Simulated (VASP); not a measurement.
Runs of VASP 6.6.1 on Ga. The structure is that of space group Fm-3m (No. 225), or close to it. The cells are those of the table. 

```tsv
task	cell	k mesh	cutoff (eV)	gap on the mesh (eV)	pressure (GPa)
single point	a = 3.031 Å, angles 60.0°, 1 atom	14 × 14 × 14	520	none	(a)
single point	a = 3.071 Å, angles 60.0°, 1 atom	14 × 14 × 14	520	none	(b)
single point	a = 3.109 Å, angles 60.0°, 1 atom	14 × 14 × 14	520	none	-2.8
single point	a = 2.990 Å, angles 60.0°, 1 atom	14 × 14 × 14	520	none	1.9
single point	a = 3.147 Å, angles 60.0°, 1 atom	14 × 14 × 14	520	none	-3.7
relaxation of cell and atoms	relaxed from a = 3.026 Å, angles 60.0°, 1 atom	13 × 13 × 13	600	none	0.1
single point	a = 2.948 Å, angles 60.0°, 1 atom	14 × 14 × 14	520	none	4.4
single point	a = 3.031 Å, angles 60.0°, 1 atom	13 × 13 × 13	520	none	0.1
single point	a = 3.031 Å, angles 60.0°, 1 atom	21 × 21 × 21	520	none	0.0
single point	a = 2.904 Å, angles 60.0°, 1 atom	14 × 14 × 14	520	none	7.6
```

Alike in all rows: level RPBE; potentials or basis VASP PAW PBE potentials, release 64 (Ga_d); no spin polarisation; smearing fermi-dirac 0.1 eV.

Fill in the values left out.

(a) -0.1; (b) -1.6.

Caveats: the PAW data sets were made with another functional, which shifts forces and pressure a little.

A k mesh can miss the band edges, and the runs leave out spin-orbit coupling on Ga.

A gap of «none» marks levels without a gap at the run's occupations.
